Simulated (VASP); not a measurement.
Write the native input for VASP 6.6.1 that does the following.

```yaml
Task: single point
Functional: LDA
Potentials_or_basis: VASP PAW LDA potentials, release 64 (Al, Pt)
Cutoff: 500 eV
k_mesh: 8 × 8 × 8
Occupations: fermi-dirac, width 0.1 eV
Spin: no spin polarisation
Dipole_correction: no
Further_INCAR_settings: ALGO = Normal; EDIFF = 1e-06; NBANDS = 14
```

The structure of AlPt lies in POSCAR:

```
AlPt
1.0
    3.0398419953      0.0000000000      0.0000000000
    0.0000000000      3.0398419953      0.0000000000
    0.0000000000      0.0000000000      3.0398419953
Al Pt
1 1
Direct
    0.0000000000      0.0000000000      0.0000000000
    0.5000000000      0.5000000000      0.5000000000
```

These files were run (other wordings do the same):

INCAR

```
PREC = Accurate
ENCUT = 500
EDIFF = 1E-6
ISMEAR = -1
SIGMA = 0.1
LREAL = F
LASPH = T
NELM = 120
ALGO = Normal
ISIF = 2
LWAVE = F
LCHARG = T
GGA = CA
LELF = T
LVHAR = T
NBANDS = 14
GGA_COMPAT = F
```

KPOINTS

```
regular mesh
0
Gamma
  8 8 8
```

Potentials or basis: VASP PAW LDA potentials, release 64 (Al, Pt).

Run with:

```sh
$ cat potpaw_LDA.64/Al/POTCAR potpaw_LDA.64/Pt/POTCAR > POTCAR
$ mpirun -np 1 vasp_std > vasp.out
```

Results of the run:

| Property | Result |
| --- | --- |
| Pressure | 0.4 GPa |

Run time: 13 s on 1 thread of AMD EPYC 7R13 (shared host), peak memory 0.1 GiB.
